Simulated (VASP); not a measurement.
Set up this calculation in VASP 6.6.1, as the native input.

```yaml
Task: single point
Functional: PBEsol
Potentials_or_basis: VASP PAW PBE potentials, release 64 (Li_sv, H)
Cutoff: 520 eV
k_mesh: 8 × 8 × 8, shifted
Occupations: gaussian, width 0.01 eV
Spin: no spin polarisation
Dipole_correction: no
Further_INCAR_settings: ALGO = Normal; EDIFF = 1e-06; NBANDS = 9
```

The structure of LiH lies in POSCAR:

```
LiH
1.0
    2.5016587118      0.0000000000      0.0000000000
    0.0000000000      2.5016587118      0.0000000000
    0.0000000000      0.0000000000      2.5016587118
Li H
1 1
Direct
    0.0000000000      0.0000000000      0.0000000000
    0.5000000000      0.5000000000      0.5000000000
```

The input as run:

INCAR

```
SYSTEM = LiH
PREC = Accurate
ENCUT = 520
EDIFF = 1E-6
ISMEAR = 0
SIGMA = 0.01
LREAL = .False.
LASPH = .True.
NELM = 80
ALGO = Normal
ISIF = 2
LWAVE = .False.
LCHARG = .True.
GGA = PS
LELF = .True.
LVHAR = .True.
NBANDS = 9
```

KPOINTS

```
Automatic mesh
0
Gamma
  8 8 8
  0.5 0.5 0.5
```

Potentials or basis: VASP PAW PBE potentials, release 64 (Li_sv, H).

Run with:

```sh
$ cat potpaw_PBE.64/Li_sv/POTCAR potpaw_PBE.64/H/POTCAR > POTCAR
$ mpirun -np 1 vasp_std > vasp.out
```

It gave:

```
Band gap on the k mesh : 1.39 eV (least direct gap 4.91 eV)
```

Caveat: a shifted mesh leaves out Γ, where band edges can lie.

Wall time 4.6 s on 1 thread of Intel Xeon 8259CL, on a shared host, peak memory 0.12 GiB.
